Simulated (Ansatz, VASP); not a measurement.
**Two plane-wave programs on HgTe**

The input INCAR:

```
SYSTEM = HgTe
PREC = Accurate
ENCUT = 600
EDIFF = 1E-6
ISMEAR = -1
SIGMA = 0.1
LREAL = .FALSE.
LASPH = .TRUE.
NELM = 60
ALGO = Normal
ISIF = 3
LWAVE = .FALSE.
LCHARG = .FALSE.
GGA = PS
IBRION = 2
NSW = 60
EDIFFG = -0.005
```

The input KPOINTS:

```
Automatic mesh
0
G
  11 11 11
  0 0 0
```

Contents of POSCAR:

```
HgTe
1.0
    0.0000000000      2.9783528050      2.9783528050
    2.9783528050      0.0000000000      2.9783528050
    2.9783528050      2.9783528050      0.0000000000
Hg Te
1 1
Direct
    0.0000000000      0.0000000000      0.0000000000
    0.5000000000      0.5000000000      0.5000000000
```

Input for Ansatz:

```yaml
crystal:
  lattice:
    - [0.0, 2.978352805, 2.978352805]
    - [2.978352805, 0.0, 2.978352805]
    - [2.978352805, 2.978352805, 0.0]
  atoms:
    - { symbol: Hg, position: [0.0, 0.0, 0.0] }
    - { symbol: Te, position: [0.5, 0.5, 0.5] }
kpoints:
  mp_grid: { grid: [11, 11, 11] }
scf:
  occupations: { method: fermi_dirac, width: 0.1 }
hamiltonian:
  xc: pbesol
  pseudopotentials: { kind: paw }
output:
  forces: true
  stress: true
relax:
  f_tol: 0.005
  max_steps: 40
  cell: {}
```

Alike in both runs: task relaxation of cell and atoms; functional PBEsol; k mesh 11 × 11 × 11; occupations fermi-dirac, width 0.1 eV; no spin polarisation.

|  | VASP | Ansatz |
| --- | --- | --- |
| version | VASP 6.6.1 | Ansatz 0.2.0 |
| potentials or method | VASP PAW PBE potentials, release 64 (Hg, Te) | PAW with Ansatz's default frozen-core files, scalar-relativistic |
| plane-wave cutoff (eV) | 600 | 420 |
| valence electrons in the cell | 18 | 36 |

Ansatz gave:

* relaxed volume (Å³/atom): 27.07
* relaxed cell length with the largest relative difference (Å): 4.246

Q: Which values does VASP return?

A: Relaxed volume (Å³/atom): 27.17; relaxed cell length with the largest relative difference (Å): 4.252.

VASP's potentials were made for PBE, not for PBEsol. VASP's potentials hold 18 valence electrons a cell and Ansatz's 36, so a difference there can come from the potentials and not from the codes.

Spin-orbit coupling is off throughout.
